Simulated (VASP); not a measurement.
Crystal: VCuSi3.

```
CELL_PARAMETERS angstrom
3.90872 0.00000 0.00000
0.00000 3.90872 0.00000
0.00000 0.00000 3.95770
ATOMIC_POSITIONS crystal
V 0.00000 0.00000 0.00000
Si 0.50000 0.50000 0.97500
Si 0.00000 0.50000 0.48500
Si 0.50000 0.00000 0.48500
Cu 0.50000 0.50000 0.51500
```

| Quantity | Value |
| --- | --- |
| Program | VASP 6.6.1 |
| Task | relaxation of cell and atoms |
| Functional | PBE |
| Potentials or basis | VASP PAW PBE potentials, release 64 (V_sv, Si, Cu) |
| Cutoff | 600 eV |
| k mesh | 4 × 4 × 4 |
| Occupations | gaussian, width 0.1 eV |
| Spin | collinear spin, ferromagnetic start |
| Starting moments | [1.96, 0.0, 0.0, 0.0, 0.0] μB |

At the start: pressure 67.4 GPa; volume 12.09 Å³/atom.

How do energy, volume and symmetry change on relaxing?

Over 38 steps the energy falls by 1718.3 meV/atom and the volume is 15.15 Å³/atom (+25.3 %); space group P4mm (No. 99, to 0.1 Å) before and after; moment 0.00 μB per cell.

Step by step:
| step | energy change (eV) | largest force (eV/Å) | pressure (GPa) | volume (Å³) |
| --- | --- | --- | --- | --- |
| 1 | 0.0000 | 7.5842 | 67.36 | 60.47 |
| 2 | -1.0188 | 6.1696 | -7.11 | 116.76 |
| 3 | -3.3827 | 4.3196 | 6.58 | 81.64 |
| 4 | -3.6991 | 1.2107 | -6.62 | 93.97 |
| 5 | -3.8541 | 1.0211 | -3.03 | 88.70 |
| 6 | -3.9937 | 1.0656 | -0.68 | 85.81 |
| 7 | -4.1197 | 3.0497 | 6.61 | 79.52 |
| 8 | -4.1492 | 3.2033 | 7.05 | 79.17 |
| 9 | -4.2399 | 3.6790 | 8.38 | 78.14 |
| 10 | -4.4247 | 4.7452 | 11.07 | 76.11 |
| 11 | -4.6880 | 7.1695 | 18.21 | 72.13 |
| 12 | -4.7637 | 7.2033 | 18.62 | 71.90 |
| 13 | -4.9736 | 7.2644 | 19.90 | 71.21 |
| 14 | -5.2553 | 7.2665 | 23.04 | 69.81 |
| 15 | -4.8487 | 6.6664 | 35.63 | 66.99 |
| 16 | -5.2962 | 7.2220 | 25.01 | 69.20 |
| 17 | -5.5991 | 6.0762 | 22.93 | 69.68 |
| 18 | -6.2860 | 3.2210 | 17.88 | 71.13 |
| 19 | -6.8807 | 2.6307 | 12.00 | 73.96 |
| 20 | -6.8974 | 2.7122 | 11.25 | 74.61 |
| 21 | -7.0685 | 2.3177 | 8.26 | 75.69 |
| 22 | -7.4061 | 1.1653 | 0.59 | 78.99 |
| 23 | -7.4093 | 0.6033 | -9.57 | 85.83 |
| 24 | -7.5044 | 0.3515 | -5.79 | 82.67 |
| 25 | -7.6442 | 0.4336 | -5.99 | 82.07 |
| 26 | -8.0249 | 0.6537 | -6.10 | 80.16 |
| 27 | -8.2367 | 1.8795 | -2.23 | 75.81 |
| 28 | -8.2740 | 1.4509 | -4.63 | 77.59 |
| 29 | -8.2832 | 1.5682 | -4.12 | 77.16 |
| 30 | -8.4439 | 1.1907 | -0.05 | 74.40 |
| 31 | -8.4817 | 0.8638 | 3.55 | 72.42 |
| 32 | -8.5493 | 0.5331 | 1.62 | 73.76 |
| 33 | -8.5643 | 0.4806 | 0.39 | 74.78 |
| 34 | -8.5761 | 0.2998 | -0.09 | 75.25 |
| 35 | -8.5821 | 0.2633 | -0.67 | 75.89 |
| 36 | -8.5880 | 0.2053 | 0.24 | 75.50 |
| 37 | -8.5887 | 0.1810 | 0.65 | 75.33 |
| 38 | -8.5915 | 0.0284 | 0.08 | 75.77 |

Final structure:
```
CELL_PARAMETERS angstrom
3.56361 0.00000 0.00000
0.00000 3.56361 0.00000
0.00000 0.00000 5.96649
ATOMIC_POSITIONS crystal
V 0.00000 0.00000 0.06220
Si 0.50000 0.50000 0.02465
Si 0.00000 0.50000 0.36628
Si 0.50000 0.00000 0.36628
Cu 0.50000 0.50000 0.64059
```

Caveat: the k points lie up to 0.44 Å⁻¹ apart in the final cell, too coarse for converged energies and pressures of a metal; the volume moved by over 15 % at a fixed basis, so the end points are rough; the moments typed at the start vanished in this run.
